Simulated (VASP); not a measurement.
Wanted: the native input for a VASP 6.6.1 run.

```yaml
Task: single point
Functional: PBE
Potentials_or_basis: VASP PAW PBE potentials, release 64 (K_sv, Re, W_sv)
Cutoff: 520 eV
k_mesh: 8 × 8 × 8
Occupations: gaussian, width 0.1 eV
Spin: no spin polarisation
Dipole_correction: no
Further_INCAR_settings: ALGO = Fast; EDIFF = 1e-06; NBANDS = 30
```

The structure of KRe3W lies in POSCAR:

```
KRe3W
1.0
    4.8512755784      0.0000000000      0.0000000000
    0.0000000000      4.8512755784      0.0000000000
    0.0000000000      0.0000000000      4.8512755784
K Re W
1 3 1
Direct
    0.0000000000      0.0000000000      0.0000000000
    0.0000000000      0.5000000000      0.5000000000
    0.5000000000      0.0000000000      0.5000000000
    0.5000000000      0.5000000000      0.0000000000
    0.5000000000      0.5000000000      0.5000000000
```

The input as run:

INCAR

```
  ALGO = Fast
  EDIFF = 1E-6
  ENCUT = 520
  GGA = PE
  ISIF = 2
  ISMEAR = 0
  LASPH = T
  LCHARG = F
  LREAL = F
  LWAVE = F
  NBANDS = 30
  NELM = 100
  PREC = Accurate
  SIGMA = 0.1
```

KPOINTS

```
k-points
0
Gamma
  8 8 8
```

Potentials or basis: VASP PAW PBE potentials, release 64 (K_sv, Re, W_sv).

Command:

```console
$ cat potpaw_PBE.64/K_sv/POTCAR potpaw_PBE.64/Re/POTCAR potpaw_PBE.64/W_sv/POTCAR > POTCAR
$ mpirun -np 1 vasp_std > vasp.out
```

It gave:

```json
{"Pressure": "0.5 GPa", "Band gap on the k mesh": "zero (band 22 reaches 4.91 eV, above the bottom of band 23 at 3.43 eV)"}
```

Caveat: spin-orbit coupling is left out, which moves the levels of the heavy elements.

Wall time 8.1 min on 1 thread of Intel Xeon 6975P-C, on a shared host, peak memory 0.29 GiB.
